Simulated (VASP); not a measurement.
Wanted: the native input for a VASP 6.6.1 run.

```yaml
Task: single point
Functional: revPBE
Potentials_or_basis: VASP PAW PBE potentials, release 64 (Al, Ru_sv)
Cutoff: 600 eV
k_mesh: 1 × 1 × 2
Occupations: gaussian, width 0.272114 eV
Spin: no spin polarisation
Dipole_correction: no
Second_run: valence_matched
Further_INCAR_settings: ALGO = Normal; EDIFF = 1e-06; NBANDS = 16; ISYM = 0
```

The structure of AlRu lies in POSCAR:

```
AlRu
1.0
    2.9824954400      0.0000000000      0.0000000000
    0.0000000000      2.9824954400      0.0000000000
    0.0000000000      0.0000000000      2.9824954400
Al Ru
1 1
Direct
    0.0000000000      0.0000000000      0.0000000000
    0.5000000000      0.5000000000      0.5000000000
```

One way to write it, as run:

INCAR

```
  PREC = Accurate
  ENCUT = 600
  EDIFF = 1E-6
  ISMEAR = 0
  SIGMA = 0.27211386245988
  LREAL = F
  LASPH = T
  NELM = 120
  ALGO = Normal
  ISIF = 2
  LWAVE = F
  LCHARG = T
  GGA = RE
  LELF = T
  LVHAR = T
  ISYM = 0
  NBANDS = 16
  GGA_COMPAT = F
```

KPOINTS

```
Automatic mesh
0
Gamma
  1 1 2
```

Potentials or basis: VASP PAW PBE potentials, release 64 (Al, Ru_sv).

The run is started by

```console
$ cat potpaw_PBE.64/Al/POTCAR potpaw_PBE.64/Ru_sv/POTCAR > POTCAR
$ mpirun -np 1 vasp_std > vasp.out
```

It gave:

| Item | Value |
| --- | --- |
| Pressure | 18.6 GPa |

Caveat: the k points lie up to 2.11 Å⁻¹ apart; the PAW data sets were made with another functional, which shifts forces and pressure a little.

Run time: 4.7 s on 1 thread of Intel(R) Xeon(R) Platinum 8259CL CPU @ 2.50GHz (Skylake/Cascade Lake), on a shared host, peak memory 0.13 GiB.
